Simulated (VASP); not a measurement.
Crystal: MnF2.

```
CELL_PARAMETERS angstrom
4.87380 0.00000 0.00000
0.00000 4.87380 0.00000
0.00000 0.00000 3.31070
ATOMIC_POSITIONS crystal
Mn 0.00000 0.00000 0.00000
Mn 0.50000 0.50000 0.50000
F 0.30530 0.30530 0.00000
F 0.19470 0.80530 0.50000
F 0.69470 0.69470 0.00000
F 0.80530 0.19470 0.50000
```

| Property | Result |
| --- | --- |
| Program | VASP 6.6.1 |
| Task | relaxation of cell and atoms |
| Functional | PBE |
| Potentials or basis | VASP PAW PBE potentials, release 64 (Mn_pv, F) |
| Cutoff | 600 eV |
| k mesh | 4 × 4 × 6 |
| Occupations | gaussian, width 0.1 eV |
| Spin | no spin polarisation |

At the start: pressure -15.9 GPa; volume 13.11 Å³/atom.

Problem. Where does the relaxation end?

Solution. Over 5 steps the energy falls by 133.2 meV/atom and the volume is 10.88 Å³/atom (-17.0 %); space group P4_2/mnm (No. 136, to 0.1 Å) before and after.

The path:
| step | energy change (eV) | largest force (eV/Å) | pressure (GPa) | volume (Å³) |
| --- | --- | --- | --- | --- |
| 1 | 0.0000 | 0.0322 | -15.88 | 78.64 |
| 2 | -0.7784 | 0.3829 | 1.79 | 64.76 |
| 3 | -0.7839 | 0.3366 | -0.10 | 65.63 |
| 4 | -0.7988 | 0.0879 | 0.08 | 65.34 |
| 5 | -0.7994 | 0.0253 | 0.16 | 65.27 |

Final structure:
```
CELL_PARAMETERS angstrom
4.59637 0.00000 0.00000
0.00000 4.59637 0.00000
0.00000 0.00000 3.08929
ATOMIC_POSITIONS crystal
Mn 0.00000 0.00000 0.00000
Mn 0.50000 0.50000 0.50000
F 0.30247 0.30247 0.00000
F 0.19753 0.80247 0.50000
F 0.69753 0.69753 0.00000
F 0.80247 0.19753 0.50000
```

Caveat: the volume moved by over 15 % at a fixed basis, so the end points are rough; the run has no spin polarisation, though such a crystal can be magnetic; the relaxation stopped at a loose force limit of 0.05 eV/Å, so its end isn't a converged minimum.
